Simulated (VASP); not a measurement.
# Y3Si2F (P6/mmm) in VASP: further runs, part 2 of 2

VASP 6.6.1.

### 3 Single point, PBE

This run uses another cell than the first one, of 30.15 Å³/atom, 1.670 times its volume.

File INCAR:

```
PREC = Accurate
ENCUT = 520
EDIFF = 1E-7
ISMEAR = 0
SIGMA = 0.1
LREAL = F
LASPH = T
NELM = 80
ALGO = Normal
ISIF = 2
LWAVE = F
LCHARG = F
GGA = PE
NBANDS = 33
```

File KPOINTS:

```
regular mesh
0
Gamma
  3 3 6
```

File POSCAR:

```
Y3Si2F
1.0
    7.4451073493      0.0000000000      0.0000000000
   -3.7225536747      6.4476520984      0.0000000000
    0.0000000000      0.0000000000      3.7690387531
Y Si F
3 2 1
Direct
    0.5000000000      0.0000000000      0.5000000000
    0.5000000000      0.5000000000      0.5000000000
    0.0000000000      0.5000000000      0.5000000000
    0.3333333333      0.6666666667      0.0000000000
    0.6666666667      0.3333333333      0.0000000000
    0.0000000000      0.0000000000      0.0000000000
```

Potentials or basis: VASP PAW PBE potentials, release 64 (Y_sv, Si, F).

Launch:

```bash
> cat potpaw_PBE.64/Y_sv/POTCAR potpaw_PBE.64/Si/POTCAR potpaw_PBE.64/F/POTCAR > POTCAR
> mpirun -np 1 vasp_std > vasp.out
```

OUTCAR:

```text
PREC = Accurate
   ENCUT = 520
   EDIFF = 1E-7
   ISMEAR = 0
   LREAL = F
   LASPH = T
   NELM = 80
   ISIF = 2
   GGA = PE

 ion  position               nearest neighbor table
   1  0.500  0.000  0.500-   4 2.86   5 2.86   4 2.86   5 2.86   3 3.72   3 3.72   2 3.72   2 3.72

   2  0.500  0.500  0.500-   4 2.86   5 2.86   4 2.86   5 2.86   3 3.72   3 3.72   1 3.72   1 3.72

   3  0.000  0.500  0.500-   4 2.86   5 2.86   4 2.86   5 2.86   1 3.72   1 3.72   2 3.72   2 3.72

   4  0.333  0.667  0.000-   3 2.86   3 2.86   1 2.86   1 2.86   2 2.86   2 2.86
   5  0.667  0.333  0.000-   3 2.86   3 2.86   1 2.86   1 2.86   2 2.86   2 2.86
   6  0.000  0.000  0.000-

  LATTYP: Found a hexagonal cell.
 ALAT       =     7.4451073493
 C/A-ratio  =     0.5062437083

  Lattice vectors:

 A1 = (   7.4451073493,   0.0000000000,   0.0000000000)
 A2 = (  -3.7225536747,   6.4476520984,   0.0000000000)
 A3 = (   0.0000000000,   0.0000000000,   3.7690387531)

Analysis of symmetry for initial positions (statically):
=====================================================================
 Subroutine PRICEL returns:
[... 171 lines left out ...]
 fundamental gap:      0.1821060685
 Fermi energy:         1.9468442157

 k-point     1 :       0.0000    0.0000    0.0000
  band No.  band energies     occupation
      1     -41.1321      2.00000
      2     -41.1111      2.00000
      3     -41.1111      2.00000
      4     -21.3920      2.00000
      5     -21.3920      2.00000
      6     -21.2856      2.00000
[... 421 lines left out ...]
     32       4.2108      0.00000
     33       4.2108      0.00000

------------------------ aborting loop because EDIFF is reached ----------------------------------------

  FORCE on cell =-STRESS in cart. coord.  units (eV):
  Direction    XX          YY          ZZ          XY          YZ          ZX
  --------------------------------------------------------------------------------------
  -------------------------------------------------------------------------------------
  Total       -0.1542785     -0.1542785     -0.0975738      0.0000000      0.0000000      0.0000000
  in kB       -1.3661953     -1.3661953     -0.8640535      0.0000000      0.0000000      0.0000000
  external PRESSURE =      -1.1988147 kB  Pullay stress =       0.0000000 kB

 VOLUME and BASIS-vectors are now :
 -----------------------------------------------------------------------------
  energy-cutoff  :      520.00
  volume of cell :      180.93
      direct lattice vectors                 reciprocal lattice vectors
     7.445107349  0.000000000  0.000000000     0.134316398  0.077547608  0.000000000
    -3.722553675  6.447652098  0.000000000     0.000000000  0.155095217  0.000000000
     0.000000000  0.000000000  3.769038753     0.000000000  0.000000000  0.265319639

 POSITION                                       TOTAL-FORCE (eV/Angst)
 -----------------------------------------------------------------------------------
      3.72255      0.00000      1.88452         0.000000      0.000000      0.000000
      1.86128      3.22383      1.88452        -0.000000      0.000000      0.000000
     -1.86128      3.22383      1.88452         0.000000      0.000000      0.000000
     -0.00000      4.29843      0.00000        -0.000000      0.000000      0.000000
      3.72255      2.14922      0.00000         0.000000     -0.000000      0.000000
      0.00000      0.00000      0.00000         0.000000      0.000000      0.000000
 -----------------------------------------------------------------------------------
    total drift:                               -0.000000      0.000000     -0.000000

  FREE ENERGIE OF THE ION-ELECTRON SYSTEM (eV)
  ---------------------------------------------------
  free  energy   TOTEN  =       -35.3690663990 eV

  energy  without entropy=      -35.3671251530  energy(sigma->0) =      -35.36809578
```

OSZICAR:

```text
N       E                     dE             d eps       ncg     rms          rms(c)
DAV:   1     0.251382503921E+03    0.25138E+03   -0.21991E+04   792   0.131E+03
DAV:   2    -0.169273630082E+02   -0.26831E+03   -0.25241E+03   932   0.314E+02
DAV:   3    -0.400784384948E+02   -0.23151E+02   -0.22731E+02  1263   0.631E+01
DAV:   4    -0.421942337737E+02   -0.21158E+01   -0.21080E+01  1272   0.163E+01
DAV:   5    -0.422355835050E+02   -0.41350E-01   -0.41341E-01  1160   0.240E+00    0.470E+01
DAV:   6    -0.358900113492E+02    0.63456E+01   -0.18649E+01   897   0.149E+01    0.335E+01
DAV:   7    -0.354664424336E+02    0.42357E+00   -0.65755E+00  1251   0.108E+01    0.156E+01
DAV:   8    -0.354307275043E+02    0.35715E-01   -0.10245E+00  1068   0.489E+00    0.257E+00
DAV:   9    -0.353860178647E+02    0.44710E-01   -0.60780E-01   972   0.356E+00    0.139E+00
DAV:  10    -0.353666194016E+02    0.19398E-01   -0.11248E-01  1031   0.157E+00    0.463E-01
DAV:  11    -0.353689637813E+02   -0.23444E-02   -0.12494E-02  1059   0.474E-01    0.334E-01
DAV:  12    -0.353689699841E+02   -0.62029E-05   -0.24599E-03  1078   0.224E-01    0.700E-02
DAV:  13    -0.353689913183E+02   -0.21334E-04   -0.22932E-04  1063   0.799E-02    0.309E-02
DAV:  14    -0.353690654885E+02   -0.74170E-04   -0.99215E-05   908   0.410E-02    0.176E-02
DAV:  15    -0.353690661645E+02   -0.67595E-06   -0.18028E-05  1014   0.178E-02    0.747E-03
DAV:  16    -0.353690662266E+02   -0.62149E-07   -0.16466E-06   920   0.647E-03    0.418E-03
DAV:  17    -0.353690663938E+02   -0.16720E-06   -0.68583E-07   892   0.427E-03    0.121E-03
DAV:  18    -0.353690663990E+02   -0.52041E-08   -0.60567E-08   710   0.113E-03
   1 F= -.35369066E+02 E0= -.35368096E+02  d E =-.194125E-02
```

stdout:

```text
POSCAR found type information on POSCAR Y SiF
 POSCAR found :  3 types and       6 ions
 scaLAPACK will be used
 LDA part: xc-table for (Slater+PW92), standard interpolation
 POSCAR, INCAR and KPOINTS ok, starting setup
 FFT: planning ... GRIDC
 FFT: planning ... GRID_SOFT
 FFT: planning ... GRID
 WAVECAR not read
 entering main loop
```

Wall time 93 s (1 thread of Intel Xeon Platinum 8259CL at 2.50GHz (Skylake/Cascade Lake), shared host); peak memory 0.32 GiB.

Results:

```
Free energy            : -35.3691 eV
Pressure               : -0.1 GPa
Band gap on the k mesh : 0.18 eV, indirect (least direct gap 0.28 eV)
```

A k mesh can miss the band edges.

### 4 Relaxation of cell and atoms, PBE

File INCAR:

```
PREC = Accurate
ENCUT = 600
EDIFF = 1E-7
ISMEAR = 0
SIGMA = 0.1
LREAL = False
LASPH = True
NELM = 60
ALGO = Normal
ISIF = 3
LWAVE = False
LCHARG = False
GGA = PE
IBRION = 2
NSW = 90
EDIFFG = -0.04
```

File KPOINTS:

```
Automatic mesh
0
Gamma
  3 3 6
```

File POSCAR:

```
Y3Si2F
1.0
    6.1364624800      0.0000000000      0.0000000000
   -3.0682312400      5.3143324000      0.0000000000
    0.0000000000      0.0000000000      3.3220697600
Y Si F
3 2 1
Direct
    0.5000000000      0.0000000000      0.5000000000
    0.5000000000      0.5000000000      0.5000000000
    0.0000000000      0.5000000000      0.5000000000
    0.3333333300      0.6666666700      0.0000000000
    0.6666666700      0.3333333300      0.0000000000
    0.0000000000      0.0000000000      0.0000000000
```

Launch:

```bash
> cat potpaw_PBE.64/Y_sv/POTCAR potpaw_PBE.64/Si/POTCAR potpaw_PBE.64/F/POTCAR > POTCAR
> mpirun -np 1 vasp_std > vasp.out
```

Wall time 9.9 min (1 thread of Intel Xeon Platinum 8259CL at 2.50GHz (Skylake/Cascade Lake), shared host); peak memory 0.29 GiB.

It converged, with:

```yaml
Free_energy: -35.2839 eV
Relaxed_volume: 29.78 Å³/atom
Relaxed_cell: a = 7.397 Å, b = 7.397 Å, c = 3.772 Å, α = 90.00°, β = 90.00°, γ = 120.00°
Space_group_after_relaxing_to_0.05_Å: P6/mmm (No. 191)
Energy_gained_by_relaxing: 1436.4 meV/atom
Ionic_steps: 8
Pressure_after_relaxing: -0.1 GPa
Band_gap_on_the_k_mesh: 0.14 eV, indirect (least direct gap 0.24 eV)
```

Step by step:
| step | energy change (eV) | largest force (eV/Å) | pressure (GPa) | volume (Å³) |
| --- | --- | --- | --- | --- |
| 1 | 0.0000 | 0.0000 | 55.92 | 108.34 |
| 2 | -5.6178 | 0.0000 | -10.46 | 240.07 |
| 3 | -8.3728 | 0.0000 | -0.08 | 175.22 |
| 4 | -8.3739 | 0.0000 | 0.41 | 173.67 |
| 5 | -8.5898 | 0.0000 | 0.28 | 176.28 |
| 6 | -8.6175 | 0.0000 | 0.27 | 177.49 |
| 7 | -8.6176 | 0.0000 | 0.27 | 177.42 |
| 8 | -8.6181 | 0.0000 | -0.13 | 178.71 |

Final structure:
```
Y Si F
1.0
     7.39667    0.00000    0.00000
    -3.69834    6.40570    0.00000
     0.00000    0.00000    3.77168
Y Si F
3 2 1
Cartesian
  0.0000 6.4057 1.8858
  1.8492 3.2029 1.8858
  5.5475 3.2029 1.8858
  0.0000 4.2705 0.0000
  3.6983 2.1352 0.0000
  3.6983 6.4057 0.0000
```

Levels at points of the mesh, in eV from the valence-band top:
```
           k point  band 20  band 21  band 22  band 23  band 24  band 25  band 26  band 27  band 28
(0.00, 0.00, 0.00)    -1.21    -1.10    -0.70     0.00     0.00     0.24     0.27     0.27     1.75
(0.00, 0.00, 0.50)    -1.20    -1.20    -1.20    -0.31    -0.31     0.14     0.14     1.24     1.47
```

Caveat: the volume moved by over 15 % at a fixed basis, so the end points are rough. A k mesh can miss the band edges.

### 5 Single point, PBE

This run uses another cell than the first one, of 30.10 Å³/atom, 1.667 times its volume.

File INCAR:

```
SYSTEM = Y3Si2F
PREC = Accurate
ENCUT = 520
EDIFF = 1E-6
ISMEAR = 0
SIGMA = 0.01
LREAL = .FALSE.
LASPH = .TRUE.
NELM = 100
ALGO = Normal
ISIF = 2
LWAVE = .FALSE.
LCHARG = .FALSE.
GGA = PE
NBANDS = 33
```

File KPOINTS:

```
regular mesh
0
G
  6 6 10
  0 0 0
```

File POSCAR:

```
Y3Si2F
1.0
    7.4442872142      0.0000000000      0.0000000000
   -3.7221436071      6.4469418405      0.0000000000
    0.0000000000      0.0000000000      3.7625403642
Y Si F
3 2 1
Direct
    0.5000000000      0.0000000000      0.5000000000
    0.5000000000      0.5000000000      0.5000000000
    0.0000000000      0.5000000000      0.5000000000
    0.3333333333      0.6666666667      0.0000000000
    0.6666666667      0.3333333333      0.0000000000
    0.0000000000      0.0000000000      0.0000000000
```

Launch:

```bash
> cat potpaw_PBE.64/Y_sv/POTCAR potpaw_PBE.64/Si/POTCAR potpaw_PBE.64/F/POTCAR > POTCAR
> mpirun -np 1 vasp_std > vasp.out
```

Wall time 4.4 min (1 thread of Intel Xeon Platinum 8259CL at 2.50GHz (Skylake/Cascade Lake), shared host); peak memory 0.43 GiB.

It converged, with:

```yaml
Free_energy: -35.3876 eV
Pressure: -0.1 GPa
Band_gap_on_the_k_mesh: 0.19 eV, indirect (least direct gap 0.22 eV)
```

Levels at points of the mesh, in eV from the valence-band top:
```csv
k point,band 22,band 23,band 24,band 25,band 26,band 27
"(0.00, 0.00, 0.00)",-0.64,0.00,0.00,0.29,0.30,0.30
"(0.50, 0.00, 0.00)",-0.66,-0.48,-0.11,0.23,0.66,0.97
"(0.00, 0.00, 0.50)",-1.15,-0.28,-0.28,0.19,0.19,1.29
"(0.50, 0.00, 0.50)",-1.33,-0.78,-0.64,0.66,1.28,1.47
```

A k mesh can miss the band edges.

### 6 The runs side by side

```tsv
task	cell	k mesh	cutoff (eV)	smearing	gap on the mesh (eV)	pressure (GPa)
single point	a = 6.136, b = 6.136, c = 3.322 Å, angles 90.0, 90.0, 120.0°, 6 atoms	3 × 3 × 6	520	gaussian 0.1 eV	none	55.9
single point	a = 7.445, b = 7.445, c = 3.769 Å, angles 90.0, 90.0, 120.0°, 6 atoms	3 × 3 × 6	520	gaussian 0.1 eV	0.18	-0.1
relaxation of cell and atoms	relaxed from a = 6.136, b = 6.136, c = 3.322 Å, angles 90.0, 90.0, 120.0°, 6 atoms	3 × 3 × 6	600	gaussian 0.1 eV	0.14	-0.1
single point	a = 7.444, b = 7.444, c = 3.763 Å, angles 90.0, 90.0, 120.0°, 6 atoms	6 × 6 × 10	520	gaussian 0.01 eV	0.19	-0.1
```

Alike in all rows: level PBE; potentials or basis VASP PAW PBE potentials, release 64 (Y_sv, Si, F); no spin polarisation.

Caveats: some runs use coarse meshes; the volume moved by over 15 % at a fixed basis, so the end points are rough (some runs).

Total energies depend on the potentials used, so only differences within one code and one set of settings carry meaning.
